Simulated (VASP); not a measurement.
Set up this calculation in VASP 6.6.1, as the native input.

| Property | Result |
| --- | --- |
| Task | single point |
| Functional | PBEsol |
| Potentials or basis | VASP PAW PBE potentials, release 64 (In_d, P) |
| Cutoff | 520 eV |
| k mesh | 8 × 8 × 8 |
| Occupations | gaussian, width 0.02 eV |
| Spin | no spin polarisation |
| Dipole correction | no |
| Further INCAR settings | ALGO = Normal; EDIFF = 1e-06; NBANDS = 16 |

The structure of InP lies in POSCAR:

```
InP
1.0
    0.0000000000      2.9305000000      2.9305000000
    2.9305000000      0.0000000000      2.9305000000
    2.9305000000      2.9305000000      0.0000000000
In P
1 1
Direct
    0.0000000000      0.0000000000      0.0000000000
    0.7500000000      0.7500000000      0.7500000000
```

These files were run (other wordings do the same):

INCAR

```
SYSTEM = InP
PREC = Accurate ; ENCUT = 520
EDIFF = 1E-6 ; ISMEAR = 0
SIGMA = 0.02 ; LREAL = .FALSE.
LASPH = .TRUE. ; NELM = 100
ALGO = Normal ; ISIF = 2
LWAVE = .FALSE. ; LCHARG = .FALSE.
GGA = PS ; NBANDS = 16
```

KPOINTS

```
Automatic mesh
0
G
  8 8 8
  0 0 0
```

Potentials or basis: VASP PAW PBE potentials, release 64 (In_d, P).

Launch:

```sh
$ cat potpaw_PBE.64/In_d/POTCAR potpaw_PBE.64/P/POTCAR > POTCAR
$ mpirun -np 1 vasp_std > vasp.out
```

It gave:

```yaml
Pressure: 0.6 GPa
Band_gap_on_the_k_mesh: 0.61 eV, direct
```

Caveat: the PAW data sets were made with another functional, which shifts forces and pressure a little; spin-orbit coupling is left out, which moves the levels of the heavy elements.

Wall time 14 s on 1 thread of Intel(R) Xeon(R) Platinum 8488C (Sapphire Rapids), with other jobs on the host, peak memory 0.18 GiB.
